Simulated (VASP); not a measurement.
Crystal: Cd3HgTe4.

```
Cd Hg Te
1.0
     4.37776    0.00000    0.00000
     0.00000    4.37776    0.00000
     0.00000    0.00000   12.38217
Cd Hg Te
3 1 4
Direct
  0.00000 0.00000 0.75000
  0.50000 0.50000 0.00000
  0.00000 0.00000 0.25000
  0.50000 0.50000 0.50000
  0.50000 0.00000 0.87500
  0.00000 0.50000 0.12500
  0.50000 0.00000 0.37500
  0.00000 0.50000 0.62500
```

| Quantity | Value |
| --- | --- |
| Program | VASP 6.6.1 |
| Task | relaxation of cell and atoms |
| Functional | PBE |
| Potentials or basis | VASP PAW PBE potentials, release 64 (Cd, Hg, Te) |
| Cutoff | 600 eV |
| k mesh | 4 × 4 × 2 |
| Occupations | gaussian, width 0.1 eV |
| Spin | no spin polarisation |

At the start: pressure 12.0 GPa; volume 29.66 Å³/atom.

Question: How do energy, volume and symmetry change on relaxing?

Answer: Over 3 steps the energy falls by 210.0 meV/atom and the volume is 36.45 Å³/atom (+22.9 %); space group P-4m2 (No. 115, to 0.1 Å) before and after.

The path:
```tsv
step	energy change (eV)	largest force (eV/Å)	pressure (GPa)	volume (Å³)
1	0.0000	0.1945	12.01	237.30
2	-1.4151	0.0181	-2.60	322.12
3	-1.6802	0.0302	0.09	291.61
```

Final structure:
```
CELL_PARAMETERS angstrom
4.69249 0.00000 0.00000
0.00000 4.69249 0.00000
0.00000 0.00000 13.24341
ATOMIC_POSITIONS crystal
Cd 0.00000 0.00000 0.74996
Cd 0.50000 0.50000 0.00000
Cd 0.00000 0.00000 0.25004
Hg 0.50000 0.50000 0.50000
Te 0.50000 0.00000 0.87499
Te 0.00000 0.50000 0.12501
Te 0.50000 0.00000 0.37447
Te 0.00000 0.50000 0.62553
```

Caveat: the volume moved by over 15 % at a fixed basis, so the end points are rough.
